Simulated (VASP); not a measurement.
Runs of VASP 6.6.1 on SnSe2. The structure is that of space group P-3m1 (No. 164), or close to it. The cells are those of the table. 

```csv
cell,gap on the mesh (eV),pressure (GPa),largest force (eV/Å)
"a = 3.811, b = 3.811, c = 6.136 Å, angles 90.0, 90.0, 120.0°, 3 atoms",0.82,5.7,0.80
"a = 3.886, b = 3.886, c = 6.256 Å, angles 90.0, 90.0, 120.0°, 3 atoms",0.77,(a),0.25
"a = 3.759, b = 3.759, c = 6.053 Å, angles 90.0, 90.0, 120.0°, 3 atoms",0.85,9.3,1.24
"a = 3.785, b = 3.785, c = 6.095 Å, angles 90.0, 90.0, 120.0°, 3 atoms",0.83,7.4,1.01
"a = 3.861, b = 3.861, c = 6.217 Å, angles 90.0, 90.0, 120.0°, 3 atoms",0.78,2.7,0.42
"a = 3.733, b = 3.733, c = 6.011 Å, angles 90.0, 90.0, 120.0°, 3 atoms",0.86,11.5,1.49
"a = 3.836, b = 3.836, c = 6.177 Å, angles 90.0, 90.0, 120.0°, 3 atoms",0.80,(c),(b)
```

Alike in all rows: task single point; level PBE; potentials or basis VASP PAW PBE potentials, release 64 (Sn_d, Se); no spin polarisation; k mesh 6 × 6 × 4; cutoff (eV) 520; smearing gaussian 0.01 eV.

**Question.** Fill in the values left out.

**Answer.** (a) 1.4; (b) 0.60; (c) 4.1.

Caveats: spin-orbit coupling is left out, which moves the levels of the heavy elements; this functional lacks dispersion, which binds the layers, so the pressure and a relaxed spacing across them are unreliable; forces of over 1 eV/Å act on the atoms, so gaps and moduli don't describe the material at rest (some runs).

A k mesh can miss the band edges, and the runs leave out spin-orbit coupling on Se, Sn.
